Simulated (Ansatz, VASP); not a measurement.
ZnS in VASP and in Ansatz

```xyz
2
Lattice="0.0000 2.6603 2.6603 2.6603 0.0000 2.6603 2.6603 2.6603 0.0000" Properties=species:S:1:pos:R:3 pbc="T T T"
Zn    0.0000    0.0000    0.0000
S     3.9904    3.9904    3.9904
```

Alike in both runs: task single point; functional PBEsol; k mesh 10 × 10 × 10; no spin polarisation.

|  | VASP | Ansatz |
| --- | --- | --- |
| version | VASP 6.6.1 | Ansatz 0.2.0 |
| potentials or method | VASP PAW PBE potentials, release 64 (Zn, S), cutoff 520 eV | scalar-relativistic, plane waves, PAW |
| occupations | gaussian, width 0.01 eV | fixed |
| valence electrons in the cell | 18 | 18 |

|  | VASP | Ansatz | Ansatz less VASP |
| --- | --- | --- | --- |
| gap on the k mesh at the Fermi level (eV) | 2.18 | 2.17 | -0.009 |
| least direct gap on the mesh (eV) | 2.18 | 2.17 | -0.009 |
| pressure (GPa) | 1.9 | 1.7 | -0.21 |

VASP's potentials were made for PBE, not for PBEsol.
